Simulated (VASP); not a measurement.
Write the native input for VASP 6.6.1 that does the following.

- Task: relaxation of cell and atoms
- Functional: PBE
- Potentials or basis: VASP PAW PBE potentials, release 64 (Cd, Fe)
- Cutoff: 600 eV
- k mesh: 12 × 12 × 12
- Occupations: gaussian, width 0.1 eV
- Spin: no spin polarisation
- Dipole correction: no
- Further INCAR settings: ALGO = Fast; EDIFF = 1e-06; IBRION = 2; EDIFFG = -0.01; NSW = 80; ISIF = 3

The structure of Cd3Fe lies in POSCAR:

```
Cd3Fe
1.0
    0.0000000000      3.3620524758      3.3620524758
    3.3620524758      0.0000000000      3.3620524758
    3.3620524758      3.3620524758      0.0000000000
Cd Fe
3 1
Direct
    0.2500000000      0.2500000000      0.2500000000
    0.7500000000      0.7500000000      0.7500000000
    0.5000000000      0.5000000000      0.5000000000
    0.0000000000      0.0000000000      0.0000000000
```

The input as run:

INCAR

```
PREC = Accurate
ENCUT = 600
EDIFF = 1E-6
ISMEAR = 0
SIGMA = 0.1
LREAL = False
LASPH = True
NELM = 60
ALGO = Fast
ISIF = 3
LWAVE = False
LCHARG = False
GGA = PE
IBRION = 2
NSW = 80
EDIFFG = -0.01
```

KPOINTS

```
Automatic mesh
0
Gamma
  12 12 12
```

Potentials or basis: VASP PAW PBE potentials, release 64 (Cd, Fe).

The run is started by

```bash
$ cat potpaw_PBE.64/Cd/POTCAR potpaw_PBE.64/Fe/POTCAR > POTCAR
$ mpirun -np 1 vasp_std > vasp.out
```

It gave:

The relaxed volume is 18.19 Å³/atom, the relaxed cell is a = 4.686 Å, b = 4.686 Å, c = 4.686 Å, α = 60.00°, β = 60.00°, γ = 60.00° and the space group after relaxing (to 0.1 Å) is Fm-3m (No. 225). The energy gained by relaxing is 8.9 meV/atom and the ionic steps are 3. The pressure after relaxing is 0.0 GPa and the band gap on the k mesh is zero (bands 22 and 23 overlap by 2.96 eV).

Caveat: the run has no spin polarisation, though such a crystal can be magnetic.

Run time: 11 min on 1 thread of Intel Xeon 8259CL, on a shared host, peak memory 0.37 GiB.
